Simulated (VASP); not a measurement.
# Rh (I4/mmm) in VASP: a series of runs

Rh is run at these levels: PBEsol; tasks: single point.

All numbers are computed with VASP 6.6.1; they aren't measurements. Logs are shortened: lines on timing, memory, paths and dates and some standing lists are left out, and cuts for length are marked.

**1. The cell of the first run**

It takes space group I4/mmm (No. 139, tetragonal). Conventional cell: a = 2.381 Å, b = 2.381 Å, c = 4.762 Å, α = 90.00°, β = 90.00°, γ = 90.00°. Within 3.1 Å of Rh (site symmetry 4/mmm) lie 12 Rh at 2.38 to 2.92 Å.

**2. Single point, PBEsol**

Contents of INCAR:

```
SYSTEM = Rh
ALGO = Fast
EDIFF = 1E-6
ENCUT = 520
GGA = PS
ISIF = 2
ISMEAR = 0
LASPH = .TRUE.
LCHARG = .TRUE.
LELF = .TRUE.
LREAL = .FALSE.
LVHAR = .TRUE.
LWAVE = .FALSE.
NBANDS = 14
NELM = 60
PREC = Accurate
SIGMA = 0.15
```

Contents of KPOINTS:

```
k-points
0
G
  30 30 30
  0 0 0
```

Contents of POSCAR:

```
Rh
1.0
    0.0000000000      1.6838802967      2.3810067395
    1.6838802967      0.0000000000      2.3810067395
    1.6838802967      1.6838802967      0.0000000000
Rh
1
Direct
    0.0000000000      0.0000000000      0.0000000000
```

Potentials or basis: VASP PAW PBE potentials, release 64 (Rh_pv).

On the command line:

```sh
$ cat potpaw_PBE.64/Rh_pv/POTCAR > POTCAR
$ mpirun -np 1 vasp_std > vasp.out
```

OUTCAR:

```text
SYSTEM = Rh
   EDIFF = 1E-6
   ENCUT = 520
   GGA = PS
   ISIF = 2
   ISMEAR = 0
   LASPH = .TRUE.
   LREAL = .FALSE.
   NELM = 60
   PREC = Accurate

 ion  position               nearest neighbor table
   1  0.000  0.000  0.000-

  LATTYP: Found a body centered tetragonal cell.
 ALAT       =     2.3813663530
 C/A-ratio  =     1.9996979772

  Lattice vectors:

 A1 = (  -1.6838802967,   0.0000000000,   2.3810067395)
 A2 = (   1.6838802967,   0.0000000000,   2.3810067395)
 A3 = (   0.0000000000,   1.6838802967,  -2.3810067395)

Analysis of symmetry for initial positions (statically):
=====================================================================
 Subroutine PRICEL returns:
 Original cell was already a primitive cell.

 Routine SETGRP: Setting up the symmetry group for a
 body centered tetragonal supercell.

 Subroutine GETGRP returns: Found 16 space group operations
 (whereof 16 operations were pure point group operations)
 out of a pool of 16 trial point group operations.

The static configuration has the point symmetry D_4h.

Analysis of symmetry for dynamics (positions and initial velocities):
=====================================================================
 Subroutine PRICEL returns:
 Original cell was already a primitive cell.

 Routine SETGRP: Setting up the symmetry group for a
 body centered tetragonal supercell.

 Subroutine GETGRP returns: Found 16 space group operations
 (whereof 16 operations were pure point group operations)
 out of a pool of 16 trial point group operations.

The dynamic configuration has the point symmetry D_4h.

 Subroutine INISYM returns: Found 16 space group operations
 (whereof 16 operations are pure point group operations),
 and found     1 'primitive' translations

----------------------------------------------------------------------------------------

                                     Primitive cell

  volume of cell :      13.5025

  direct lattice vectors                    reciprocal lattice vectors
     0.000000000  1.683880297  2.381006740    -0.296933221  0.296933221  0.209995206
     1.683880297  0.000000000  2.381006740     0.296933221 -0.296933221  0.209995206
     1.683880297  1.683880297  0.000000000     0.296933221  0.296933221 -0.209995206

  length of vectors
     2.916272612  2.916272612  2.381366353     0.469506828  0.469506828  0.469506828

  position of ions in fractional coordinates (direct lattice)
     0.000000000  0.000000000  0.000000000
[... 79 lines left out ...]
   NSW    =      0    number of steps for IOM
   IBRION =     -1    ionic relax: 0-MD 1-quasi-New 2-CG
   NFREE  =      0    steps in history (QN), initial steepest desc. (CG)
   ISIF   =      2    stress and relaxation
   ISYM   =      2    0-nonsym 1-usesym 2-fastsym
   POTIM  = 0.5000    time-step for ionic-motion
   TEBEG  =    0.0;   TEEND  =   0.0 temperature during run
   PSTRESS=    0.0 pullay stress
   NELECT =      15.0000    total number of electrons
   NUPDOWN=      -1.0000    fix difference up-down
   EMIN   =  10.00;   EMAX   =-10.00  energy-range for DOS
   EFERMI =   0.00;   METHOD = LEGACY
   ISMEAR =     0;   SIGMA  =   0.15  broadening in eV -4-tet -1-fermi 0-gaus
   EFERMI_NEDOS =   21; number of points for ismear=-14 and -15
   IALGO  =     68    algorithm
   IMIX   =      4    mixing-type and parameters
     AMIX     =   0.40;   BMIX     =  1.00
     AMIX_MAG =   1.60;   BMIX_MAG =  1.00
  volume/ion in A,a.u.               =      13.50        91.12
  Fermi-wavevector in a.u.,A,eV,Ry     =   1.695512  3.204053 39.113503  2.874761
  Thomas-Fermi vector in A             =   2.776543
   LORBIT       =      0    0 simple, 1 ext, 2 COOP (PROOUT), +10 PAW based schemes
   GGA     = PS    functional components
   LHFCALC =     F    Hartree Fock is set to
   AEXX    =    0.0000 exact exchange contribution
   IVDW    =     0    specifies the selected vdW correction
   LEPSILON=     F    determine dielectric tensor
   LRPA    =     F    only Hartree local field effects (RPA)
 non-spin polarized calculation
 RMM-DIIS sequential band-by-band and
 Gauss-broadening in eV      SIGMA  =   0.15
  energy-cutoff  :      520.00
  volume of cell :       13.50
 maximum number of plane-waves:       385
 NGX is ok and might be reduce to    24

 number of electron      14.9999998 magnetization

 Free energy of the ion-electron system (eV)
  ---------------------------------------------------
  ext. energy  EPLUGINS =         0.00000000
  ---------------------------------------------------
  free energy    TOTEN  =        -7.35893140 eV

  energy without entropy =       -7.34148429  energy(sigma->0) =       -7.35020784

 E-fermi :  12.0964     XC(G=0): -14.2686

 val. band max:       12.0954264043   @ k =  -0.2667   0.4333   0.1667
 cond. band min:      12.0987358957   @ k =  -0.2333   0.0000   0.0333
 fundamental gap:      0.0033094914
 Fermi energy:        12.0964158073

 k-point     1 :       0.0000    0.0000    0.0000
  band No.  band energies     occupation
      1     -34.2172      2.00000
      2     -34.0270      2.00000
      3     -34.0269      2.00000
      4       3.9937      2.00000
      5       6.3319      2.00000
      6       8.2088      2.00000
      7      10.9534      2.00000
      8      10.9534      2.00000
      9      13.2063      0.00000
     10      27.7664      0.00000
     11      29.9317      0.00000
     12      32.7527      0.00000
     13      36.9664      0.00000
     14      36.9664      0.00000
[... 377 lines left out ...]
      1     -34.6308      2.00000
      2     -34.2623      2.00000
      3     -33.9947      2.00000
      4       5.7716      2.00000
      5       7.4270      2.00000
      6       8.7806      2.00000
      7      10.5857      2.00000
      8      11.4396      2.00000
      9      12.1550      0.58074
     10      27.9021      0.00000
     11      28.3098      0.00000
     12      32.7490      0.00000
     13      33.6412      0.00000
     14      35.7002      0.00000

 [... further k-points ...]
[... 5 lines left out ...]
  --------------------------------------------------------------------------------------
  -------------------------------------------------------------------------------------
  Total        4.1711902      4.1711902     -2.2621792      0.0000000     -0.0000000     -0.0000000
  in kB      494.9456659    494.9456659   -268.4259674      0.0000000     -0.0000000     -0.0000000
  external PRESSURE =     240.4884548 kB  Pullay stress =       0.0000000 kB

 VOLUME and BASIS-vectors are now :
 -----------------------------------------------------------------------------
  energy-cutoff  :      520.00
  volume of cell :       13.50
      direct lattice vectors                 reciprocal lattice vectors
     0.000000000  1.683880297  2.381006740    -0.296933221  0.296933221  0.209995206
     1.683880297  0.000000000  2.381006740     0.296933221 -0.296933221  0.209995206
     1.683880297  1.683880297  0.000000000     0.296933221  0.296933221 -0.209995206

 POSITION                                       TOTAL-FORCE (eV/Angst)
 -----------------------------------------------------------------------------------
      0.00000      0.00000      0.00000         0.000000      0.000000      0.000000
 -----------------------------------------------------------------------------------
    total drift:                               -0.000000      0.000000     -0.000000

  FREE ENERGIE OF THE ION-ELECTRON SYSTEM (eV)
  ---------------------------------------------------
  free  energy   TOTEN  =        -7.3589313978 eV

  energy  without entropy=       -7.3414842900  energy(sigma->0) =       -7.35020784
```

Run time: 2.2 min. Hardware: 1 thread of Intel Xeon Platinum 8559C (Emerald Rapids), shared host; peak memory 0.44 GiB.

Results:

```yaml
Free_energy: -7.3589 eV
Pressure: 24.0 GPa
```

Caveat: the PAW data sets were made with another functional, which shifts forces and pressure a little.

**3. Single point, PBEsol**

This run uses another cell than the first one, of the same volume but with other edges.

Contents of INCAR:

```
PREC = Accurate ; ENCUT = 520
EDIFF = 1E-6 ; ISMEAR = 0
SIGMA = 0.15 ; LREAL = False
LASPH = True ; NELM = 100
ALGO = Fast ; ISIF = 2
LWAVE = False ; LCHARG = False
GGA = PS ; NBANDS = 14
```

Contents of KPOINTS:

```
regular mesh
0
Gamma
  30 30 30
```

Contents of POSCAR:

```
Rh
1.0
    0.0000000000      1.9952073828      1.6959262754
    1.9952073828      0.0000000000      1.6959262754
    1.9952073828      1.9952073828      0.0000000000
Rh
1
Direct
    0.0000000000      0.0000000000      0.0000000000
```

Potentials or basis: VASP PAW PBE potentials, release 64 (Rh_pv).

On the command line:

```sh
$ cat potpaw_PBE.64/Rh_pv/POTCAR > POTCAR
$ mpirun -np 1 vasp_std > vasp.out
```

Run time: 2.6 min. Hardware: 1 thread of Intel Xeon Platinum 8559C (Emerald Rapids), shared host; peak memory 0.43 GiB.

It converged, with:

* Free energy: -7.9834 eV
* Pressure: 3.4 GPa

Stress tensor (GPa, compression positive):
```
-6.71  0.00  0.00
 0.00 -6.71  0.00
 0.00  0.00 23.60
```

Levels at points of the mesh, in eV from the Fermi level:
```csv
k point,band 3,band 4,band 5,band 6,band 7,band 8,band 9,band 10,band 11,band 12
"(0.00, 0.00, 0.00)",-46.19,-8.13,-3.46,-3.46,-2.06,-1.92,-0.21,16.47,19.87,19.87
"(0.50, 0.00, 0.00)",-46.25,-6.27,-4.08,-2.07,0.16,0.78,1.17,9.02,15.13,20.16
"(0.50, 0.50, 0.00)",-46.72,-6.43,-6.22,0.68,1.14,1.14,5.87,11.47,11.47,15.77
"(0.50, 0.00, 0.50)",-46.40,-6.41,-5.78,0.35,0.39,1.58,2.16,11.05,13.65,15.65
```

Caveat: the PAW data sets were made with another functional, which shifts forces and pressure a little.

**4. Single point, PBEsol**

This run uses another cell than the first one, of the same volume but with other edges.

Contents of INCAR:

```
  PREC = Accurate
  ENCUT = 520
  EDIFF = 1E-7
  ISMEAR = 0
  SIGMA = 0.15
  LREAL = False
  LASPH = True
  NELM = 80
  ALGO = Fast
  ISIF = 2
  LWAVE = False
  LCHARG = False
  GGA = PS
  NBANDS = 14
```

KPOINTS is that of step 3.

Contents of POSCAR:

```
Rh
1.0
    0.0000000000      1.7785548765      2.1342658518
    1.7785548765      0.0000000000      2.1342658518
    1.7785548765      1.7785548765      0.0000000000
Rh
1
Direct
    0.0000000000      0.0000000000      0.0000000000
```

On the command line:

```sh
$ cat potpaw_PBE.64/Rh_pv/POTCAR > POTCAR
$ mpirun -np 1 vasp_std > vasp.out
```

Wall time 2.9 min (1 thread of Intel Xeon Platinum 8559C (Emerald Rapids), shared host); peak memory 0.43 GiB.

The run converged. Its results:

- Free energy: -7.9016 eV
- Pressure: 6.4 GPa

Stress tensor (GPa, compression positive):
```
 21.03   0.00   0.00
  0.00  21.03   0.00
  0.00   0.00 -22.94
```

Levels at points of the mesh, in eV from the Fermi level:
```csv
k point,band 5,band 6,band 7,band 8,band 9,band 10
"(0.00, 0.00, 0.00)",-4.52,-2.46,-2.22,-2.22,0.18,16.50
"(0.50, 0.00, 0.00)",-4.13,-2.22,0.28,0.76,0.95,9.05
"(0.50, 0.50, 0.00)",-6.16,0.88,0.92,0.92,0.93,9.26
"(0.50, 0.00, 0.50)",-5.91,-0.03,0.30,2.10,4.65,11.68
```

Caveat: the PAW data sets were made with another functional, which shifts forces and pressure a little.

**5. Single point, PBEsol**

This run uses another cell than the first one, of the same volume but with other edges.

Contents of INCAR:

```
PREC = Accurate ; ENCUT = 520
EDIFF = 1E-7 ; ISMEAR = 0
SIGMA = 0.15 ; LREAL = F
LASPH = T ; NELM = 80
ALGO = Fast ; ISIF = 2
LWAVE = F ; LCHARG = T
GGA = PS ; LELF = T
LVHAR = T ; NBANDS = 14
```

KPOINTS is that of step 4.

Contents of POSCAR:

```
Rh
1.0
    0.0000000000      2.0531916252      1.6014894677
    2.0531916252      0.0000000000      1.6014894677
    2.0531916252      2.0531916252      0.0000000000
Rh
1
Direct
    0.0000000000      0.0000000000      0.0000000000
```

On the command line:

```sh
$ cat potpaw_PBE.64/Rh_pv/POTCAR > POTCAR
$ mpirun -np 1 vasp_std > vasp.out
```

It took 3.6 min on 1 thread of Intel Xeon Platinum 8559C (Emerald Rapids), shared host; peak memory 0.44 GiB.

The run converged. Its results:

| Property | Result |
| --- | --- |
| Free energy | -7.8366 eV |
| Pressure | 6.4 GPa |

Stress tensor (GPa, compression positive):
```
-2.57  0.00  0.00
 0.00 -2.57  0.00
 0.00  0.00 24.43
```

Levels at points of the mesh, in eV from the Fermi level:
```tsv
k point	band 4	band 5	band 6	band 7	band 8	band 9	band 10	band 11
(0.00, 0.00, 0.00)	-8.05	-3.34	-3.34	-2.54	-1.22	-0.11	17.22	19.18
(0.50, 0.00, 0.00)	-6.20	-4.38	-1.28	-0.01	0.98	1.50	9.33	14.90
(0.50, 0.50, 0.00)	-6.27	-6.21	0.89	1.20	1.20	7.54	10.59	10.59
(0.50, 0.00, 0.50)	-6.27	-5.32	0.09	0.12	1.72	1.74	10.42	14.03
```

Caveat: the PAW data sets were made with another functional, which shifts forces and pressure a little.

**6. Overview**

```tsv
cell	further INCAR settings	gap on the mesh (eV)	pressure (GPa)
a = 2.916, b = 2.916, c = 2.381 Å, angles 65.9, 65.9, 48.2°, 1 atom	ALGO = Fast; EDIFF = 1e-06; NBANDS = 14	none	24.0
a = 2.619, b = 2.619, c = 2.822 Å, angles 57.4, 57.4, 65.2°, 1 atom	ALGO = Fast; EDIFF = 1e-06; NBANDS = 14	none	3.4
a = 2.778, b = 2.778, c = 2.515 Å, angles 63.1, 63.1, 53.8°, 1 atom	ALGO = Fast; EDIFF = 1e-07; NBANDS = 14	none	6.4
a = 2.604, b = 2.604, c = 2.904 Å, angles 56.1, 56.1, 67.8°, 1 atom	ALGO = Fast; EDIFF = 1e-07; NBANDS = 14	none	6.4
```

Alike in all rows: task single point; level PBEsol; potentials or basis VASP PAW PBE potentials, release 64 (Rh_pv); no spin polarisation; k mesh 30 × 30 × 30; cutoff (eV) 520; smearing gaussian 0.15 eV.

Caveats: the PAW data sets were made with another functional, which shifts forces and pressure a little.

Total energies depend on the potentials used, so only differences within one code and one set of settings carry meaning.
